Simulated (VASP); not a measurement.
# Si7Ge (P-43m) in VASP: further runs

Si7Ge is run at these levels: r2SCAN; tasks: single point.

Program: VASP 6.6.1. These are calculated values, not measurements. Logs are shortened: lines on timing, memory, paths and dates and some standing lists are left out, and cuts for length are marked.

## (1) The cell of the first run

The structure is cubic, space group P-43m (No. 215). The conventional cell has a = 5.381 Å, b = 5.381 Å, c = 5.381 Å, α = 90.00°, β = 90.00°, γ = 90.00°. Within 3.1 Å of Si (site symmetry 3m) lie 3 Si at 2.32 Å and 1 Ge at 2.35 Å. Within 3.1 Å of Si (site symmetry -42m) lie 4 Si at 2.32 Å. Ge (site symmetry -43m) has 4 Si at 2.35 Å within 3.1 Å.

## (2) Single point, r2SCAN

POSCAR

```
Si7Ge
1.0
    5.3813559642      0.0000000000      0.0000000000
    0.0000000000      5.3813559642      0.0000000000
    0.0000000000      0.0000000000      5.3813559642
Si Ge
7 1
Direct
    0.2524198364      0.2524198364      0.2524198364
    0.0000000000      0.5000000000      0.5000000000
    0.5000000000      0.5000000000      0.0000000000
    0.5000000000      0.0000000000      0.5000000000
    0.7475801636      0.2524198364      0.7475801636
    0.7475801636      0.7475801636      0.2524198364
    0.2524198364      0.7475801636      0.7475801636
    0.0000000000      0.0000000000      0.0000000000
```

INCAR.step1

```
ALGO = Normal
EDIFF = 1E-4
ENCUT = 520
GGA = PE
ISMEAR = 0
LASPH = T
LCHARG = F
LREAL = F
LWAVE = T
NBANDS = 31
NELM = 60
PREC = Accurate
SIGMA = 0.02
```

INCAR.step2

```
ALGO = Normal
EDIFF = 1E-6
ENCUT = 520
ISIF = 2
ISMEAR = 0
ISTART = 1
LASPH = T
LCHARG = F
LMIXTAU = T
LREAL = F
LWAVE = F
METAGGA = R2SCAN
NBANDS = 31
NELM = 60
PREC = Accurate
SIGMA = 0.02
```

KPOINTS

```
k-points
0
Gamma
  8 8 8
```

Potentials or basis: VASP PAW PBE potentials, release 64 (Si, Ge_d).

On the command line:

```
$ cat potpaw_PBE.64/Si/POTCAR potpaw_PBE.64/Ge_d/POTCAR > POTCAR
$ cp INCAR.step1 INCAR
$ mpirun -np 1 vasp_std > vasp.out
$ cp INCAR.step2 INCAR
$ mpirun -np 1 vasp_std > vasp.out
```

OUTCAR:

```text
EDIFF = 1E-6
   ENCUT = 520
   ISIF = 2
   ISMEAR = 0
   ISTART = 1
   LASPH = T
   LREAL = F
   METAGGA = R2SCAN
   NELM = 60
   PREC = Accurate

 ion  position               nearest neighbor table
   1  0.252  0.252  0.252-   2 2.32   3 2.32   4 2.32   8 2.35
   2  0.000  0.500  0.500-   1 2.32   5 2.32   6 2.32   7 2.32
   3  0.500  0.500  0.000-   1 2.32   5 2.32   6 2.32   7 2.32
   4  0.500  0.000  0.500-   1 2.32   5 2.32   6 2.32   7 2.32
   5  0.748  0.252  0.748-   2 2.32   3 2.32   4 2.32   8 2.35
   6  0.748  0.748  0.252-   2 2.32   3 2.32   4 2.32   8 2.35
   7  0.252  0.748  0.748-   2 2.32   3 2.32   4 2.32   8 2.35
   8  0.000  0.000  0.000-   1 2.35   5 2.35   6 2.35   7 2.35

  LATTYP: Found a simple cubic cell.
 ALAT       =     5.3813559642

  Lattice vectors:

 A1 = (   5.3813559642,   0.0000000000,   0.0000000000)
 A2 = (   0.0000000000,   5.3813559642,   0.0000000000)
 A3 = (   0.0000000000,   0.0000000000,   5.3813559642)

Analysis of symmetry for initial positions (statically):
=====================================================================
 Subroutine PRICEL returns:
 Original cell was already a primitive cell.

 Routine SETGRP: Setting up the symmetry group for a
 simple cubic supercell.

 Subroutine GETGRP returns: Found 24 space group operations
 (whereof 24 operations were pure point group operations)
 out of a pool of 48 trial point group operations.

The static configuration has the point symmetry T_d .

Analysis of symmetry for dynamics (positions and initial velocities):
=====================================================================
 Subroutine PRICEL returns:
 Original cell was already a primitive cell.

 Routine SETGRP: Setting up the symmetry group for a
 simple cubic supercell.

 Subroutine GETGRP returns: Found 24 space group operations
 (whereof 24 operations were pure point group operations)
 out of a pool of 48 trial point group operations.

The dynamic configuration has the point symmetry T_d .

 Subroutine INISYM returns: Found 24 space group operations
 (whereof 24 operations are pure point group operations),
 and found     1 'primitive' translations

----------------------------------------------------------------------------------------

                                     Primitive cell

  volume of cell :     155.8386

  direct lattice vectors                    reciprocal lattice vectors
     5.381355964  0.000000000  0.000000000     0.185826771  0.000000000  0.000000000
     0.000000000  5.381355964  0.000000000     0.000000000  0.185826771  0.000000000
     0.000000000  0.000000000  5.381355964     0.000000000  0.000000000  0.185826771

  length of vectors
     5.381355964  5.381355964  5.381355964     0.185826771  0.185826771  0.185826771

  position of ions in fractional coordinates (direct lattice)
     0.252419836  0.252419836  0.252419836
     0.000000000  0.500000000  0.500000000
     0.500000000  0.500000000  0.000000000
     0.500000000  0.000000000  0.500000000
     0.747580164  0.252419836  0.747580164
     0.747580164  0.747580164  0.252419836
     0.252419836  0.747580164  0.747580164
     0.000000000  0.000000000  0.000000000

  ion indices of the primitive-cell ions
   primitive index   ion index
                 1           1
                 2           2
                 3           3
                 4           4
                 5           5
                 6           6
                 7           7
                 8           8

----------------------------------------------------------------------------------------

 KPOINTS: k-points

Automatic generation of k-mesh.
 Grid dimensions read from file:
 generate k-points for:    8    8    8

 Generating k-lattice:

  Cartesian coordinates                     Fractional coordinates (reciprocal lattice)
     0.023228346  0.000000000  0.000000000     0.125000000  0.000000000  0.000000000
     0.000000000  0.023228346  0.000000000     0.000000000  0.125000000  0.000000000
     0.000000000  0.000000000  0.023228346     0.000000000  0.000000000  0.125000000

  Length of vectors
     0.023228346  0.023228346  0.023228346

  Shift w.r.t. Gamma in fractional coordinates (k-lattice)
     0.000000000  0.000000000  0.000000000

 Subroutine IBZKPT returns following result:
 ===========================================

 Found     35 irreducible k-points:

 Following reciprocal coordinates:
            Coordinates               Weight
  0.000000  0.000000  0.000000      1.000000
  0.125000  0.000000  0.000000      6.000000
  0.250000  0.000000  0.000000      6.000000
  0.375000  0.000000  0.000000      6.000000
  0.500000  0.000000  0.000000      3.000000
  0.125000  0.125000  0.000000     12.000000
[... 16 lines left out ...]
  0.375000  0.375000  0.125000     24.000000
  0.500000  0.375000  0.125000     24.000000
 [... further k-points ...]
   k-points           NKPTS =     35   k-points in BZ     NKDIM =     35   number of bands    NBANDS=     31
   number of dos      NEDOS =    301   number of ions     NIONS =      8
   total plane-waves  NPLWV =  64000
   dimension x,y,z NGX =    40 NGY =   40 NGZ =   40
   dimension x,y,z NGXF=    80 NGYF=   80 NGZF=   80
   ions per type =               7   1
   NGX,Y,Z   is equivalent  to a cutoff of  12.36, 12.36, 12.36 a.u.
   NGXF,Y,Z  is equivalent  to a cutoff of  24.71, 24.71, 24.71 a.u.
 SYSTEM =  unknown system
   PREC   = accura    normal or accurate (medium, high low for compatibility)
   ISTART =      1    job   : 0-new  1-cont  2-samecut
   ICHARG =      0    charge: 1-file 2-atom 10-const
   ISPIN  =      1    spin polarized calculation?
   LNONCOLLINEAR =      F non collinear calculations
   LSORBIT =      F    spin-orbit coupling
   LASPH  =      T    aspherical Exc in radial PAW
   ENCUT  =  520.0 eV  38.22 Ry    6.18 a.u.  10.01 10.01 10.01*2*pi/ulx,y,z
   NELM   =     60;   NELMIN=  2; NELMDL=  0     # of ELM steps
   EDIFF  = 0.1E-05   stopping-criterion for ELM
   LREAL  =      F    real-space projection
   EDIFFG = 0.1E-04   stopping-criterion for IOM
   NSW    =      0    number of steps for IOM
   IBRION =     -1    ionic relax: 0-MD 1-quasi-New 2-CG
   NFREE  =      0    steps in history (QN), initial steepest desc. (CG)
   ISIF   =      2    stress and relaxation
   ISYM   =      2    0-nonsym 1-usesym 2-fastsym
   POTIM  = 0.5000    time-step for ionic-motion
   TEBEG  =    0.0;   TEEND  =   0.0 temperature during run
   PSTRESS=    0.0 pullay stress
   NELECT =      42.0000    total number of electrons
   NUPDOWN=      -1.0000    fix difference up-down
   EMIN   =  10.00;   EMAX   =-10.00  energy-range for DOS
   EFERMI =   0.00;   METHOD = LEGACY
   ISMEAR =     0;   SIGMA  =   0.02  broadening in eV -4-tet -1-fermi 0-gaus
   EFERMI_NEDOS =   21; number of points for ismear=-14 and -15
   IALGO  =     38    algorithm
   IMIX   =      4    mixing-type and parameters
     AMIX     =   0.40;   BMIX     =  1.00
     AMIX_MAG =   1.60;   BMIX_MAG =  1.00
  volume/ion in A,a.u.               =      19.48       131.46
  Fermi-wavevector in a.u.,A,eV,Ry     =   1.057465  1.998320 15.214487  1.118233
  Thomas-Fermi vector in A             =   2.192739
   LORBIT       =      0    0 simple, 1 ext, 2 COOP (PROOUT), +10 PAW based schemes
   METAGGA = R2SCAN    functional components
   LHFCALC =     F    Hartree Fock is set to
   AEXX    =    0.0000 exact exchange contribution
   IVDW    =     0    specifies the selected vdW correction
   LEPSILON=     F    determine dielectric tensor
   LRPA    =     F    only Hartree local field effects (RPA)
 non-spin polarized calculation
 Gauss-broadening in eV      SIGMA  =   0.02
  energy-cutoff  :      520.00
  volume of cell :      155.84
 maximum number of plane-waves:      4224
   NGX = 21   NGY = 21   NGZ = 21

 number of electron      41.9999967 magnetization

 Free energy of the ion-electron system (eV)
  ---------------------------------------------------
  ext. energy  EPLUGINS =         0.00000000
  ---------------------------------------------------
  free energy    TOTEN  =       -75.15553304 eV

  energy without entropy =      -75.15553304  energy(sigma->0) =      -75.15553304

 E-fermi :   6.1421     XC(G=0): -10.1739

 val. band max:        6.0495389377   @ k =   0.0000   0.0000   0.0000
 cond. band min:       6.5523629763   @ k =   0.0000   0.0000   0.0000
 fundamental gap:      0.5028240387
 Fermi energy:         6.1421400297

 k-point     1 :       0.0000    0.0000    0.0000
  band No.  band energies     occupation
      1     -18.7762      2.00000
      2     -18.7762      2.00000
      3     -18.7762      2.00000
      4     -18.7413      2.00000
      5     -18.7413      2.00000
      6      -6.9043      2.00000
[... 23 lines left out ...]
     30       8.8341      0.00000
     31      10.1019      0.00000

 k-point     2 :       0.1250    0.0000    0.0000
  band No.  band energies     occupation
      1     -18.7762      2.00000
      2     -18.7762      2.00000
      3     -18.7762      2.00000
      4     -18.7413      2.00000
      5     -18.7412      2.00000
      6      -6.8307      2.00000
[... 23 lines left out ...]
     30       9.2247      0.00000
     31      10.4987      0.00000

 k-point     3 :       0.2500    0.0000    0.0000
  band No.  band energies     occupation
      1     -18.7763      2.00000
      2     -18.7763      2.00000
      3     -18.7762      2.00000
      4     -18.7413      2.00000
      5     -18.7412      2.00000
      6      -6.6110      2.00000
[... 23 lines left out ...]
     30      10.1108      0.00000
     31      11.0751      0.00000

 k-point     4 :       0.3750    0.0000    0.0000
  band No.  band energies     occupation
      1     -18.7763      2.00000
      2     -18.7763      2.00000
      3     -18.7762      2.00000
      4     -18.7412      2.00000
      5     -18.7411      2.00000
      6      -6.2491      2.00000
[... 23 lines left out ...]
     30      11.1978      0.00000
     31      11.1978      0.00000

 k-point     5 :       0.5000    0.0000    0.0000
  band No.  band energies     occupation
      1     -18.7763      2.00000
      2     -18.7763      2.00000
      3     -18.7762      2.00000
      4     -18.7412      2.00000
      5     -18.7411      2.00000
      6      -5.8342      2.00000
[... 23 lines left out ...]
     30      11.5031      0.00000
     31      11.5889      0.00000
[... 542 lines left out ...]
     30      11.2255      0.00000
     31      11.4049      0.00000

 k-point    22 :       0.5000    0.2500    0.1250
  band No.  band energies     occupation
      1     -18.7764      2.00000
      2     -18.7763      2.00000
      3     -18.7763      2.00000
      4     -18.7412      2.00000
      5     -18.7410      2.00000
      6      -5.5143      2.00000
[... 23 lines left out ...]
     30      10.8775      0.00000
     31      11.1086      0.00000

 k-point    23 :       0.3750    0.3750    0.1250
  band No.  band energies     occupation
      1     -18.7764      2.00000
      2     -18.7763      2.00000
      3     -18.7763      2.00000
      4     -18.7411      2.00000
      5     -18.7410      2.00000
      6      -5.5710      2.00000
[... 23 lines left out ...]
     30      11.5121      0.00000
     31      11.5694      0.00000

 k-point    24 :       0.5000    0.3750    0.1250
  band No.  band energies     occupation
      1     -18.7764      2.00000
      2     -18.7763      2.00000
      3     -18.7763      2.00000
      4     -18.7411      2.00000
      5     -18.7410      2.00000
      6      -5.2161      2.00000
[... 23 lines left out ...]
     30      11.2487      0.00000
     31      11.3086      0.00000

 [... further k-points ...]

------------------------ aborting loop because EDIFF is reached ----------------------------------------

  FORCE on cell =-STRESS in cart. coord.  units (eV):
  Direction    XX          YY          ZZ          XY          YZ          ZX
  --------------------------------------------------------------------------------------
  -------------------------------------------------------------------------------------
  Total        4.6815817      4.6815817      4.6815817      0.0000000     -0.0000000      0.0000000
  in kB       48.1313487     48.1313487     48.1313487      0.0000000     -0.0000000      0.0000000
  external PRESSURE =      48.1313487 kB  Pullay stress =       0.0000000 kB

 VOLUME and BASIS-vectors are now :
 -----------------------------------------------------------------------------
  energy-cutoff  :      520.00
  volume of cell :      155.84
      direct lattice vectors                 reciprocal lattice vectors
     5.381355964  0.000000000  0.000000000     0.185826771  0.000000000  0.000000000
     0.000000000  5.381355964  0.000000000     0.000000000  0.185826771  0.000000000
     0.000000000  0.000000000  5.381355964     0.000000000  0.000000000  0.185826771

 POSITION                                       TOTAL-FORCE (eV/Angst)
 -----------------------------------------------------------------------------------
      1.35836      1.35836      1.35836         0.010423      0.010423      0.010423
      0.00000      2.69068      2.69068         0.000000      0.000000     -0.000000
      2.69068      2.69068      0.00000        -0.000000      0.000000     -0.000000
      2.69068      0.00000      2.69068         0.000000      0.000000     -0.000000
      4.02299      1.35836      4.02299        -0.010423      0.010423     -0.010423
      4.02299      4.02299      1.35836        -0.010423     -0.010423      0.010423
      1.35836      4.02299      4.02299         0.010423     -0.010423     -0.010423
      0.00000      0.00000      0.00000         0.000000      0.000000     -0.000000
 -----------------------------------------------------------------------------------
    total drift:                               -0.000000     -0.000000     -0.000000

  FREE ENERGIE OF THE ION-ELECTRON SYSTEM (eV)
  ---------------------------------------------------
  free  energy   TOTEN  =       -75.1555330418 eV

  energy  without entropy=      -75.1555330418  energy(sigma->0) =      -75.15553304
```

Wall time 13 min (1 thread of Intel Xeon 8259CL, shared host); peak memory 0.35 GiB.

What came out:

```yaml
Free_energy: -75.1555 eV
Pressure: 4.8 GPa
Largest_force: 0.018 eV/Å
Band_gap_on_the_k_mesh: 0.50 eV
```

Forces in eV/Å, atoms in the order of the input:
```
Si   0.010  0.010  0.010
Si   0.000  0.000  0.000
Si   0.000  0.000  0.000
Si   0.000  0.000  0.000
Si  -0.010  0.010 -0.010
Si  -0.010 -0.010  0.010
Si   0.010 -0.010 -0.010
Ge   0.000  0.000  0.000
```

Caveat: the cell stands under pressure; the PAW data sets were made with another functional, which shifts forces and pressure a little. A k mesh can miss the band edges.

## (3) Single point, r2SCAN

This run uses another cell than the first one, of 20.03 Å³/atom.

POSCAR

```
Si7Ge
1.0
    5.4317318714      0.0000000000      0.0000000000
    0.0000000000      5.4317318714      0.0000000000
    0.0000000000      0.0000000000      5.4317318714
Si Ge
7 1
Direct
    0.2524296008      0.2524296008      0.2524296008
    0.0000000000      0.5000000000      0.5000000000
    0.5000000000      0.5000000000      0.0000000000
    0.5000000000      0.0000000000      0.5000000000
    0.7475703992      0.2524296008      0.7475703992
    0.7475703992      0.7475703992      0.2524296008
    0.2524296008      0.7475703992      0.7475703992
    0.0000000000      0.0000000000      0.0000000000
```

INCAR.step1

```
  PREC = Accurate
  ENCUT = 520
  ISMEAR = 0
  SIGMA = 0.02
  LREAL = False
  LASPH = True
  NELM = 80
  NBANDS = 31
  GGA = PE
  ALGO = Normal
  EDIFF = 1E-4
  LWAVE = True
  LCHARG = False
```

INCAR.step2

```
  PREC = Accurate
  ENCUT = 520
  EDIFF = 1E-7
  ISMEAR = 0
  SIGMA = 0.02
  LREAL = False
  LASPH = True
  NELM = 80
  ALGO = Normal
  ISIF = 2
  LWAVE = False
  LCHARG = True
  METAGGA = R2SCAN
  LMIXTAU = True
  LELF = True
  LVHAR = True
  NBANDS = 31
  ISTART = 1
```

KPOINTS

```
regular mesh
0
Gamma
  8 8 8
```

Potentials or basis: VASP PAW PBE potentials, release 64 (Si, Ge_d).

On the command line:

```
$ cat potpaw_PBE.64/Si/POTCAR potpaw_PBE.64/Ge_d/POTCAR > POTCAR
$ cp INCAR.step1 INCAR
$ mpirun -np 1 vasp_std > vasp.out
$ cp INCAR.step2 INCAR
$ mpirun -np 1 vasp_std > vasp.out
```

Wall time 15 min (1 thread of Intel Xeon 8259CL, shared host); peak memory 0.34 GiB.

It converged, with:

| Item | Value |
| --- | --- |
| Free energy | -75.2458 eV |
| Pressure | 1.8 GPa |
| Largest force | 0.018 eV/Å |
| Band gap on the k mesh | 0.56 eV |

Forces on the atoms (eV/Å):
```
Si   0.011  0.011  0.011
Si   0.000  0.000  0.000
Si   0.000  0.000  0.000
Si   0.000  0.000  0.000
Si  -0.011  0.011 -0.011
Si  -0.011 -0.011  0.011
Si   0.011 -0.011 -0.011
Ge   0.000  0.000  0.000
```

Levels at points of the mesh, in eV from the valence-band top:
```csv
k point,band 19,band 20,band 21,band 22,band 23,band 24
"(0.00, 0.00, 0.00)",0.00,0.00,0.00,0.56,0.96,0.96
"(0.50, 0.00, 0.00)",-2.10,-1.98,-1.98,1.22,1.39,3.43
"(0.50, 0.50, 0.00)",-1.45,-1.38,-1.38,2.62,2.62,2.71
"(0.50, 0.50, 0.50)",-1.18,-1.18,-1.18,1.41,1.89,1.89
```

Caveat: the PAW data sets were made with another functional, which shifts forces and pressure a little. A k mesh can miss the band edges.
